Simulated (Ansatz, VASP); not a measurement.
**Two plane-wave programs on Ga**

```
CELL_PARAMETERS angstrom
0.00000 2.79810 2.79810
2.79810 0.00000 2.79810
2.79810 2.79810 0.00000
ATOMIC_POSITIONS crystal
Ga 0.50000 0.50000 0.50000
Ga 0.75000 0.75000 0.75000
```

Alike in both runs: task relaxation of cell and atoms; functional PBE; k mesh 6 × 6 × 6; occupations gaussian, width 0.1 eV; no spin polarisation.

|  | VASP | Ansatz |
| --- | --- | --- |
| version | VASP 6.6.1 | Ansatz 0.2.0 |
| potentials or method | VASP PAW PBE potentials, release 64 (Ga_d), cutoff 600 eV | scalar-relativistic, plane waves, PAW |
| valence electrons in the cell | 26 | 26 |

|  | VASP | Ansatz | Ansatz less VASP |
| --- | --- | --- | --- |
| gap on the k mesh at the Fermi level, each at its own relaxed structure (eV) | none | none | - |
| relaxed volume (Å³/atom) | 25.71 | 25.39 | -0.318 |
| relaxed cell length with the largest relative difference (Å) | 4.174 | 4.157 | -0.0173 |

A gap of «none» marks a metal or a gap that the smearing closes.

Noted on VASP's run: the volume moved by over 15 % at a fixed basis, so the end points are rough.
